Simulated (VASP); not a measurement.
# Si2W (fluorite type) (Fm-3m) in VASP: single point with PBE

Aim: the single point of Si2W (fluorite type) with PBE.

All numbers are computed with VASP 6.6.1; they aren't measurements. Logs are shortened: lines on timing, memory, paths and dates and some standing lists are left out, and cuts for length are marked.

### 1 The cell of the first run

Symmetry: Fm-3m, No. 225, cubic system. The conventional cell has a = 5.030 Å, b = 5.030 Å, c = 5.030 Å, α = 90.00°, β = 90.00°, γ = 90.00°. W (site symmetry m-3m) has 8 Si at 2.18 Å within 2.9 Å. Si (site symmetry -43m) has 4 W at 2.18 Å and 6 Si at 2.51 Å within 2.9 Å.

### 2 Single point, PBE (10.60 Å³/atom)

Input file POSCAR:

```
Si2W
1.0
    0.0000000000      2.5148145737      2.5148145737
    2.5148145737      0.0000000000      2.5148145737
    2.5148145737      2.5148145737      0.0000000000
W Si
1 2
Direct
    0.0000000000      0.0000000000      0.0000000000
    0.2500000000      0.2500000000      0.2500000000
    0.7500000000      0.7500000000      0.7500000000
```

Input file INCAR.step1:

```
SYSTEM = Si2W
ALGO     = Normal         ! electronic algorithm
EDIFF    = 1E-6           ! SCF threshold, eV
ENCUT    = 400            ! plane-wave cutoff, eV
GGA      = PE             ! functional
GGA_COMPAT= .FALSE.      
ISIF     = 2              ! what is computed and relaxed
ISMEAR   = -1             ! smearing method
LASPH    = .TRUE.         ! aspherical terms in the spheres
LCHARG   = .TRUE.         ! write CHGCAR
LMAXMIX  = 4              ! l up to which the mixer works
LORBIT   = 11             ! projections on sites
LREAL    = .FALSE.        ! projectors in reciprocal space
LWAVE    = .FALSE.        ! write WAVECAR
NBANDS   = 18             ! bands
NEDOS    = 2001           ! points of the DOS
NELM     = 120            ! most SCF steps
PREC     = Accurate       ! precision mode
SIGMA    = 0.08           ! smearing width, eV
```

Input file KPOINTS.step1:

```
k-points
0
G
  9 9 9
  0 0 0
```

Input file INCAR.step2:

```
SYSTEM = Si2W
ALGO     = Normal         ! electronic algorithm
EDIFF    = 1E-6           ! SCF threshold, eV
ENCUT    = 400            ! plane-wave cutoff, eV
GGA      = PE             ! functional
GGA_COMPAT= .FALSE.      
ICHARG   = 11             ! starting density
ISIF     = 2              ! what is computed and relaxed
ISMEAR   = -5             ! smearing method
LASPH    = .TRUE.         ! aspherical terms in the spheres
LCHARG   = .FALSE.        ! write CHGCAR
LMAXMIX  = 4              ! l up to which the mixer works
LORBIT   = 10             ! projections on sites
LREAL    = .FALSE.        ! projectors in reciprocal space
LWAVE    = .FALSE.        ! write WAVECAR
NEDOS    = 1001           ! points of the DOS
NELM     = 120            ! most SCF steps
PREC     = Accurate       ! precision mode
SIGMA    = 0.08           ! smearing width, eV
```

Input file KPOINTS.step2:

```
k-points
0
G
  14 14 14
  0 0 0
```

Potentials or basis: VASP PAW PBE potentials, release 64 (W_sv, Si).

Launch:

```
cat potpaw_PBE.64/W_sv/POTCAR potpaw_PBE.64/Si/POTCAR > POTCAR
cp INCAR.step1 INCAR
cp KPOINTS.step1 KPOINTS
mpirun -np 1 vasp_std > vasp.out
cp INCAR.step2 INCAR
cp KPOINTS.step2 KPOINTS
mpirun -np 1 vasp_std > vasp.out
```

OUTCAR:

```text
SYSTEM = Si2W
   EDIFF = 1E-6
   ENCUT = 400
   GGA = PE
   ICHARG = 11
   ISIF = 2
   ISMEAR = -5
   LASPH = .TRUE.
   LORBIT = 10
   LREAL = .FALSE.
   NELM = 120
   PREC = Accurate

 ion  position               nearest neighbor table
   1  0.000  0.000  0.000-   3 2.18   3 2.18   3 2.18   2 2.18   3 2.18   2 2.18   2 2.18   2 2.18

   2  0.250  0.250  0.250-   1 2.18   1 2.18   1 2.18   1 2.18   3 2.51   3 2.51   3 2.51   3 2.51
                             3 2.51   3 2.51
   3  0.750  0.750  0.750-   1 2.18   1 2.18   1 2.18   1 2.18   2 2.51   2 2.51   2 2.51   2 2.51
                             2 2.51   2 2.51

  LATTYP: Found a face centered cubic cell.
 ALAT       =     5.0296291474

  Lattice vectors:

 A1 = (   0.0000000000,   2.5148145737,   2.5148145737)
 A2 = (   2.5148145737,   0.0000000000,   2.5148145737)
 A3 = (   2.5148145737,   2.5148145737,   0.0000000000)

Analysis of symmetry for initial positions (statically):
=====================================================================
 Subroutine PRICEL returns:
 Original cell was already a primitive cell.

 Routine SETGRP: Setting up the symmetry group for a
 face centered cubic supercell.

 Subroutine GETGRP returns: Found 48 space group operations
 (whereof 48 operations were pure point group operations)
 out of a pool of 48 trial point group operations.

The static configuration has the point symmetry O_h .

Analysis of symmetry for dynamics (positions and initial velocities):
=====================================================================
 Subroutine PRICEL returns:
 Original cell was already a primitive cell.

 Routine SETGRP: Setting up the symmetry group for a
 face centered cubic supercell.

 Subroutine GETGRP returns: Found 48 space group operations
 (whereof 48 operations were pure point group operations)
 out of a pool of 48 trial point group operations.

The dynamic configuration has the point symmetry O_h .

 Subroutine INISYM returns: Found 48 space group operations
 (whereof 48 operations are pure point group operations),
 and found     1 'primitive' translations

----------------------------------------------------------------------------------------

                                     Primitive cell

  volume of cell :      31.8088

  direct lattice vectors                    reciprocal lattice vectors
     0.000000000  2.514814574  2.514814574    -0.198821816  0.198821816  0.198821816
     2.514814574  0.000000000  2.514814574     0.198821816 -0.198821816  0.198821816
     2.514814574  2.514814574  0.000000000     0.198821816  0.198821816 -0.198821816

  length of vectors
     3.556484877  3.556484877  3.556484877     0.344369487  0.344369487  0.344369487

  position of ions in fractional coordinates (direct lattice)
     0.000000000  0.000000000  0.000000000
     0.250000000  0.250000000  0.250000000
     0.750000000  0.750000000  0.750000000

  ion indices of the primitive-cell ions
   primitive index   ion index
                 1           1
                 2           2
                 3           3

----------------------------------------------------------------------------------------

 KPOINTS: k-points

Automatic generation of k-mesh.
 Grid dimensions read from file:
 generate k-points for:   14   14   14

 Generating k-lattice:

  Cartesian coordinates                     Fractional coordinates (reciprocal lattice)
    -0.014201558  0.014201558  0.014201558     0.071428571  0.000000000  0.000000000
     0.014201558 -0.014201558  0.014201558     0.000000000  0.071428571  0.000000000
     0.014201558  0.014201558 -0.014201558     0.000000000  0.000000000  0.071428571

  Length of vectors
     0.024597820  0.024597820  0.024597820

  Shift w.r.t. Gamma in fractional coordinates (k-lattice)
     0.000000000  0.000000000  0.000000000

 TETIRR: Found    389 inequivalent tetrahedra from    16464

 Subroutine IBZKPT returns following result:
 ===========================================

 Found    104 irreducible k-points:

 Following reciprocal coordinates:
            Coordinates               Weight
  0.000000  0.000000  0.000000      1.000000
  0.071429  0.000000  0.000000      8.000000
  0.142857  0.000000  0.000000      8.000000
  0.214286  0.000000  0.000000      8.000000
  0.285714  0.000000  0.000000      8.000000
  0.357143  0.000000  0.000000      8.000000
[... 16 lines left out ...]
  0.214286  0.142857  0.000000     24.000000
  0.285714  0.142857  0.000000     24.000000
 [... further k-points ...]
   k-points           NKPTS =    104   k-points in BZ     NKDIM =    104   number of bands    NBANDS=     15
   number of dos      NEDOS =   1001   number of ions     NIONS =      3
   total plane-waves  NPLWV =  13824
   dimension x,y,z NGX =    24 NGY =   24 NGZ =   24
   dimension x,y,z NGXF=    48 NGYF=   48 NGZF=   48
   ions per type =               1   2
   NGX,Y,Z   is equivalent  to a cutoff of  11.22, 11.22, 11.22 a.u.
   NGXF,Y,Z  is equivalent  to a cutoff of  22.44, 22.44, 22.44 a.u.
 SYSTEM =  Si2W
   PREC   = accura    normal or accurate (medium, high low for compatibility)
   ISTART =      0    job   : 0-new  1-cont  2-samecut
   ICHARG =     11    charge: 1-file 2-atom 10-const
   ISPIN  =      1    spin polarized calculation?
   LNONCOLLINEAR =      F non collinear calculations
   LSORBIT =      F    spin-orbit coupling
   LASPH  =      T    aspherical Exc in radial PAW
   ENCUT  =  400.0 eV  29.40 Ry    5.42 a.u.   5.80  5.80  5.80*2*pi/ulx,y,z
   NELM   =    120;   NELMIN=  2; NELMDL=  0     # of ELM steps
   EDIFF  = 0.1E-05   stopping-criterion for ELM
   LREAL  =      F    real-space projection
   EDIFFG = 0.1E-04   stopping-criterion for IOM
   NSW    =      0    number of steps for IOM
   IBRION =     -1    ionic relax: 0-MD 1-quasi-New 2-CG
   NFREE  =      0    steps in history (QN), initial steepest desc. (CG)
   ISIF   =      2    stress and relaxation
   ISYM   =      2    0-nonsym 1-usesym 2-fastsym
   POTIM  = 0.5000    time-step for ionic-motion
   TEBEG  =    0.0;   TEEND  =   0.0 temperature during run
   PSTRESS=    0.0 pullay stress
   NELECT =      22.0000    total number of electrons
   NUPDOWN=      -1.0000    fix difference up-down
   EMIN   =  10.00;   EMAX   =-10.00  energy-range for DOS
   EFERMI =   0.00;   METHOD = LEGACY
   ISMEAR =    -5;   SIGMA  =   0.08  broadening in eV -4-tet -1-fermi 0-gaus
   EFERMI_NEDOS =   21; number of points for ismear=-14 and -15
   IALGO  =     38    algorithm
   IMIX   =      4    mixing-type and parameters
     AMIX     =   0.40;   BMIX     =  1.00
     AMIX_MAG =   1.60;   BMIX_MAG =  1.00
  volume/ion in A,a.u.               =      10.60        71.55
  Fermi-wavevector in a.u.,A,eV,Ry     =   1.447771  2.735890 28.518352  2.096040
  Thomas-Fermi vector in A             =   2.565688
   LORBIT       =     10    0 simple, 1 ext, 2 COOP (PROOUT), +10 PAW based schemes
   GGA     = PE    functional components
   LHFCALC =     F    Hartree Fock is set to
   AEXX    =    0.0000 exact exchange contribution
   IVDW    =     0    specifies the selected vdW correction
   LEPSILON=     F    determine dielectric tensor
   LRPA    =     F    only Hartree local field effects (RPA)
 non-spin polarized calculation
 Fermi weights with tetrahedron method with Bloechl corrections
  energy-cutoff  :      400.00
  volume of cell :       31.81
 maximum number of plane-waves:       592

 number of electron      21.9999998 magnetization

 Free energy of the ion-electron system (eV)
  ---------------------------------------------------
  ext. energy  EPLUGINS =         0.00000000
  ---------------------------------------------------
  free energy    TOTEN  =       -15.33229707 eV

  energy without entropy =      -15.33229707  energy(sigma->0) =      -15.33229707

 E-fermi :  15.5193     XC(G=0): -13.4684

 val. band max:       15.6501804632   @ k =   0.5000   0.3571   0.0000
 cond. band min:      15.2964542316   @ k =   0.5000   0.0000   0.0000
 fundamental gap:     -0.3537262316
 Fermi energy:        15.5192602291

 k-point     1 :       0.0000    0.0000    0.0000
  band No.  band energies     occupation
      1     -57.1266      2.00000
      2     -22.0403      2.00000
      3     -22.0403      2.00000
      4     -22.0403      2.00000
      5      -0.2359      2.00000
      6       8.2057      2.00000
      7       8.2057      2.00000
      8       8.2057      2.00000
      9      12.5905      2.00000
     10      12.5905      2.00000
     11      16.0458      0.00000
     12      18.9605      0.00000
     13      18.9605      0.00000
     14      18.9605      0.00000
     15      23.2474      0.00000

 k-point     2 :       0.0714    0.0000    0.0000
  band No.  band energies     occupation
      1     -57.1262      2.00000
      2     -22.0528      2.00000
      3     -22.0421      2.00000
      4     -22.0421      2.00000
      5      -0.1182      2.00000
      6       8.0517      2.00000
      7       8.2687      2.00000
      8       8.2687      2.00000
      9      12.4873      2.00000
     10      12.4873      2.00000
     11      16.3238      0.00000
     12      18.7498      0.00000
     13      19.2561      0.00000
     14      19.2561      0.00000
     15      22.3238      0.00000

 k-point     3 :       0.1429    0.0000    0.0000
  band No.  band energies     occupation
      1     -57.1250      2.00000
      2     -22.0872      2.00000
      3     -22.0469      2.00000
      4     -22.0469      2.00000
      5       0.2255      2.00000
      6       7.6586      2.00000
      7       8.4393      2.00000
      8       8.4393      2.00000
      9      12.2700      2.00000
     10      12.2700      2.00000
     11      16.9665      0.00000
     12      18.2734      0.00000
     13      20.0265      0.00000
     14      20.0265      0.00000
     15      20.7503      0.00000
[... 343 lines left out ...]
 k-point    23 :       0.2143    0.1429    0.0000
  band No.  band energies     occupation
      1     -57.1233      2.00000
      2     -22.1195      2.00000
      3     -22.0650      2.00000
      4     -22.0635      2.00000
      5       0.7929      2.00000
      6       7.1864      2.00000
      7       8.7234      2.00000
      8       8.7339      2.00000
      9      10.8639      2.00000
     10      13.1135      2.00000
     11      17.9870      0.00000
     12      18.3425      0.00000
     13      19.1640      0.00000
     14      20.0946      0.00000
     15      20.3607      0.00000

 k-point    24 :       0.2857    0.1429    0.0000
  band No.  band energies     occupation
      1     -57.1217      2.00000
      2     -22.1634      2.00000
      3     -22.0734      2.00000
      4     -22.0718      2.00000
      5       1.3829      2.00000
      6       6.7854      2.00000
      7       8.8360      2.00000
      8       8.9502      2.00000
      9      10.7098      2.00000
     10      13.2825      2.00000
     11      16.4566     -0.13888
     12      18.3213      0.00000
     13      18.7036      0.00000
     14      20.0472      0.00000
     15      20.4661      0.00000

 [... further k-points ...]

------------------------ aborting loop because EDIFF is reached ----------------------------------------

  FORCE on cell =-STRESS in cart. coord.  units (eV):
  Direction    XX          YY          ZZ          XY          YZ          ZX
  --------------------------------------------------------------------------------------
  -------------------------------------------------------------------------------------
  Total       33.9094456     33.9094456     33.9094456      0.0000000     -0.0000000      0.0000000
  in kB     1707.9823182   1707.9823182   1707.9823182      0.0000000     -0.0000000      0.0000000
  external PRESSURE =    1707.9823182 kB  Pullay stress =       0.0000000 kB

 VOLUME and BASIS-vectors are now :
 -----------------------------------------------------------------------------
  energy-cutoff  :      400.00
  volume of cell :       31.81
      direct lattice vectors                 reciprocal lattice vectors
     0.000000000  2.514814574  2.514814574    -0.198821816  0.198821816  0.198821816
     2.514814574  0.000000000  2.514814574     0.198821816 -0.198821816  0.198821816
     2.514814574  2.514814574  0.000000000     0.198821816  0.198821816 -0.198821816

 POSITION                                       TOTAL-FORCE (eV/Angst)
 -----------------------------------------------------------------------------------
      0.00000      0.00000      0.00000        -0.000000     -0.000000     -0.000000
      1.25741      1.25741      1.25741         0.000000      0.000000      0.000000
      3.77222      3.77222      3.77222        -0.000000     -0.000000     -0.000000
 -----------------------------------------------------------------------------------
    total drift:                               -0.000000     -0.000000      0.000000

  FREE ENERGIE OF THE ION-ELECTRON SYSTEM (eV)
  ---------------------------------------------------
  free  energy   TOTEN  =       -15.3322970661 eV

  energy  without entropy=      -15.3322970661  energy(sigma->0) =      -15.33229707

 total charge

# of ion       s       p       d       tot
------------------------------------------
    1        2.575   6.432   4.883  13.890
    2        0.796   1.139   0.000   1.935
    3        0.796   1.139   0.000   1.935
--------------------------------------------------
tot          4.166   8.710   4.883  17.759
```

It took 24 s on 1 thread of AMD EPYC 7R13 (Zen 3), shared host; peak memory 0.13 GiB.

What came out:

| Item | Value |
| --- | --- |
| Valence electrons inside the program's atomic spheres | W 13.89; Si 1.94 |

Levels at points of the mesh, in eV from the Fermi level:
| k point | band 8 | band 9 | band 10 | band 11 | band 12 | band 13 | band 14 | band 15 |
| --- | --- | --- | --- | --- | --- | --- | --- | --- |
| (0.00, 0.00, 0.00) | -7.31 | -2.93 | -2.93 | 0.53 | 3.44 | 3.44 | 3.44 | 7.73 |
| (0.50, 0.00, 0.00) | -6.61 | -2.23 | -1.30 | -1.30 | -0.22 | -0.22 | 1.18 | 10.45 |
| (0.50, 0.50, 0.00) | -3.87 | -3.87 | -2.08 | -1.99 | -1.99 | 0.08 | 5.96 | 8.52 |

Caveat: spin-orbit coupling is left out, which moves the levels of the heavy elements.
